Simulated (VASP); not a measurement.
Input of a VASP 6.6.1 run:

File INCAR:

```
  PREC = Accurate
  ENCUT = 520
  EDIFF = 1E-7
  ISMEAR = -1
  SIGMA = 0.02
  LREAL = F
  LASPH = T
  NELM = 80
  ALGO = Normal
  ISIF = 2
  LWAVE = F
  LCHARG = T
  GGA = PE
  LELF = T
  LVHAR = T
  NBANDS = 18
```

File KPOINTS:

```
regular mesh
0
Gamma
  8 8 8
```

POSCAR

```
HfO2
1.0
    0.0000000000      2.4659527604      2.5539270269
    2.4659527604      0.0000000000      2.5539270269
    2.4659527604      2.4659527604      0.0000000000
Hf O
1 2
Direct
    0.0000000000      0.0000000000      0.0000000000
    0.2500000000      0.2500000000      0.2500000000
    0.7500000000      0.7500000000      0.7500000000
```

Potentials or basis: VASP PAW PBE potentials, release 64 (Hf_pv, O).

The run is started by

```sh
$ cat potpaw_PBE.64/Hf_pv/POTCAR potpaw_PBE.64/O/POTCAR > POTCAR
$ mpirun -np 1 vasp_std > vasp.out
```

(1) Estimate the pressure.

(2) Predict the band gap on the k mesh.

Answers

(1) 13.8 GPa.

(2) 3.58 eV, indirect (least direct gap 3.73 eV).

Caveat: the cell differs from its parent crystal (epitaxial xy strain -2.5%); spin-orbit coupling is left out, which moves the levels of the heavy elements.
